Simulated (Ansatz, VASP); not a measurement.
# TiSi: VASP beside Ansatz

The input POSCAR:

```
TiSi
1.0
    1.8161780000     -2.1176240000      0.0000000000
    1.8161780000      2.1176240000      0.0000000000
    0.0000000000      0.0000000000      3.8039340000
Ti Si
1 1
Direct
    0.5000000000      0.5000000000      0.0000000000
    0.0000000000      0.0000000000      0.5000000000
```

INCAR.step1

```
ALGO     = Normal         # electronic algorithm
EDIFF    = 1E-4           # SCF threshold, eV
ENCUT    = 520            # plane-wave cutoff, eV
GGA      = PE             # functional
ISMEAR   = 0              # smearing method
LASPH    = T              # aspherical terms in the spheres
LCHARG   = F              # write CHGCAR
LREAL    = F              # projectors in reciprocal space
LWAVE    = T              # write WAVECAR
NBANDS   = 15             # bands
NELM     = 80             # most SCF steps
PREC     = Accurate       # precision mode
SIGMA    = 0.1            # smearing width, eV
```

File INCAR.step2:

```
ALGO     = Normal         # electronic algorithm
EDIFF    = 1E-7           # SCF threshold, eV
ENCUT    = 520            # plane-wave cutoff, eV
ISIF     = 2              # what is computed and relaxed
ISMEAR   = 0              # smearing method
ISTART   = 1            
LASPH    = T              # aspherical terms in the spheres
LCHARG   = F              # write CHGCAR
LMIXTAU  = T            
LREAL    = F              # projectors in reciprocal space
LWAVE    = F              # write WAVECAR
METAGGA  = R2SCAN         # meta-GGA
NBANDS   = 15             # bands
NELM     = 80             # most SCF steps
PREC     = Accurate       # precision mode
SIGMA    = 0.1            # smearing width, eV
```

The input KPOINTS:

```
k-points
0
Gamma
  6 6 4
```

Input for Ansatz:

```yaml
crystal:
  lattice:
    - [1.816178, -2.117624, 0.0]
    - [1.816178, 2.117624, 0.0]
    - [0.0, 0.0, 3.803934]
  atoms:
    - { symbol: Ti, position: [0.5, 0.5, 0.0] }
    - { symbol: Si, position: [0.0, 0.0, 0.5] }
basis:
  ecutwfc: 500
kpoints:
  mp_grid: { grid: [6, 6, 4] }
hamiltonian:
  xc: r2scan
scf:
  occupations: { method: gaussian, width: 0.1 }
output:
  forces: true
  stress: true
  eigenvalues: true
```

Alike in both runs: task single point; functional r2SCAN; k mesh 6 × 6 × 4; occupations gaussian, width 0.1 eV; no spin polarisation.

|  | VASP | Ansatz |
| --- | --- | --- |
| version | VASP 6.6.1 | Ansatz 0.2.0 |
| potentials or method | VASP PAW PBE potentials, release 64 (Ti_sv, Si), cutoff 520 eV | scalar-relativistic, plane waves, PAW |
| valence electrons in the cell | 16 | 16 |

Ansatz gave:

| Property | Result |
| --- | --- |
| gap on the k mesh at the Fermi level (eV) | none |
| pressure (GPa) | -1.8 |
| traceless stress, the component that is largest in VASP (GPa) | -0.87 |

Question: What did VASP give for the same quantities?

Answer: gap on the k mesh at the Fermi level (eV): none; pressure (GPa): -1.4; traceless stress, the component that is largest in VASP (GPa): -0.77.

VASP's potentials were made for PBE, not for r2SCAN. A gap of «none» marks a metal or a gap that the smearing closes.

The k mesh is coarse, so the values compare programs but aren't converged.
